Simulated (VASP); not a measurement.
# NbTe (P-6m2) in VASP: further runs, part 2 of 2

VASP 6.6.1. The steps go on from the part before.

## 3. Single point, PBE

This run uses another cell than the first one, of 21.93 Å³/atom, 0.909 times its volume.

INCAR reads:

```
SYSTEM = NbTe
PREC = Accurate
ENCUT = 520
EDIFF = 1E-6
ISMEAR = 0
SIGMA = 0.1
LREAL = .False.
LASPH = .True.
NELM = 80
ALGO = Normal
ISIF = 2
LWAVE = .False.
LCHARG = .False.
GGA = PE
NBANDS = 16
```

KPOINTS reads:

```
Automatic mesh
0
Gamma
  6 6 4
  0 0 0
```

POSCAR reads:

```
NbTe
1.0
    3.7029743866      0.0000000000      0.0000000000
   -1.8514871933      3.2068698884      0.0000000000
    0.0000000000      0.0000000000      3.6942110000
Nb Te
1 1
Direct
    0.0000000000      0.0000000000      0.5000000000
    0.6666666700      0.3333333300      0.0000000000
```

Potentials or basis: VASP PAW PBE potentials, release 64 (Nb_sv, Te).

Command:

```console
cat potpaw_PBE.64/Nb_sv/POTCAR potpaw_PBE.64/Te/POTCAR > POTCAR
mpirun -np 1 vasp_std > vasp.out
```

OUTCAR:

```text
SYSTEM = NbTe
   PREC = Accurate
   ENCUT = 520
   EDIFF = 1E-6
   ISMEAR = 0
   LREAL = .False.
   LASPH = .True.
   NELM = 80
   ISIF = 2
   GGA = PE

 ion  position               nearest neighbor table
   1  0.000  0.000  0.500-   2 2.83   2 2.83   2 2.83   2 2.83   2 2.83   2 2.83
   2  0.667  0.333  0.000-   1 2.83   1 2.83   1 2.83   1 2.83   1 2.83   1 2.83

  LATTYP: Found a hexagonal cell.
 ALAT       =     3.7029743866
 C/A-ratio  =     0.9976334196

  Lattice vectors:

 A1 = (   3.7029743866,   0.0000000000,   0.0000000000)
 A2 = (  -1.8514871933,   3.2068698884,   0.0000000000)
 A3 = (   0.0000000000,   0.0000000000,   3.6942110000)

Analysis of symmetry for initial positions (statically):
=====================================================================
 Subroutine PRICEL returns:
 Original cell was already a primitive cell.

 Routine SETGRP: Setting up the symmetry group for a
 hexagonal supercell.

 Subroutine GETGRP returns: Found 12 space group operations
 (whereof 12 operations were pure point group operations)
 out of a pool of 24 trial point group operations.

The static configuration has the point symmetry D_3h.

Analysis of symmetry for dynamics (positions and initial velocities):
[... 155 lines left out ...]

 E-fermi :  11.1158     XC(G=0): -11.2754

 val. band max:       11.0889136201   @ k =   0.1667  -0.0000   0.0000
 cond. band min:      11.1671524102   @ k =   0.3333   0.0000   0.2500
 fundamental gap:      0.0782387901
 Fermi energy:        11.1158035054

 k-point     1 :       0.0000    0.0000    0.0000
  band No.  band energies     occupation
      1     -44.5472      2.00000
      2     -20.7171      2.00000
      3     -20.5627      2.00000
      4     -20.5627      2.00000
      5      -3.2081      2.00000
      6       7.8797      2.00000
[... 376 lines left out ...]
      3     -20.6460      2.00000
      4     -20.6272      2.00000
      5      -1.0436      2.00000
      6       4.7945      2.00000
[... 8 lines left out ...]
     15      14.8112      0.00000
     16      19.6793      0.00000

------------------------ aborting loop because EDIFF is reached ----------------------------------------

  FORCE on cell =-STRESS in cart. coord.  units (eV):
  Direction    XX          YY          ZZ          XY          YZ          ZX
  --------------------------------------------------------------------------------------
  -------------------------------------------------------------------------------------
  Total       -0.4273499     -0.4273499      0.1874691      0.0000000      0.0000000      0.0000000
  in kB      -15.6077568    -15.6077568      6.8467819      0.0000000      0.0000000      0.0000000
  external PRESSURE =      -8.1229105 kB  Pullay stress =       0.0000000 kB

 VOLUME and BASIS-vectors are now :
 -----------------------------------------------------------------------------
  energy-cutoff  :      520.00
  volume of cell :       43.87
      direct lattice vectors                 reciprocal lattice vectors
     3.702974387  0.000000000  0.000000000     0.270053178  0.155915275  0.000000000
    -1.851487193  3.206869888  0.000000000     0.000000000  0.311830550  0.000000000
     0.000000000  0.000000000  3.694211000     0.000000000  0.000000000  0.270693796

 POSITION                                       TOTAL-FORCE (eV/Angst)
 -----------------------------------------------------------------------------------
      0.00000      0.00000      1.84711        -0.000000      0.000000      0.000000
      1.85149      1.06896      0.00000         0.000000     -0.000000      0.000000
 -----------------------------------------------------------------------------------
    total drift:                               -0.000004      0.000002      0.000000

  FREE ENERGIE OF THE ION-ELECTRON SYSTEM (eV)
  ---------------------------------------------------
  free  energy   TOTEN  =       -13.6440308544 eV

  energy  without entropy=      -13.6357892078  energy(sigma->0) =      -13.63991003
```

It took 14 s on 1 thread of Intel Xeon 6975P-C, shared host; peak memory 0.16 GiB.

What came out:

* Free energy: -13.6440 eV
* Pressure: -0.8 GPa

Stress tensor (GPa, compression positive):
```
-1.56  0.00  0.00
 0.00 -1.56  0.00
 0.00  0.00  0.68
```

Caveat: the k points lie up to 0.43 Å⁻¹ apart; spin-orbit coupling is left out, which moves the levels of the heavy elements.
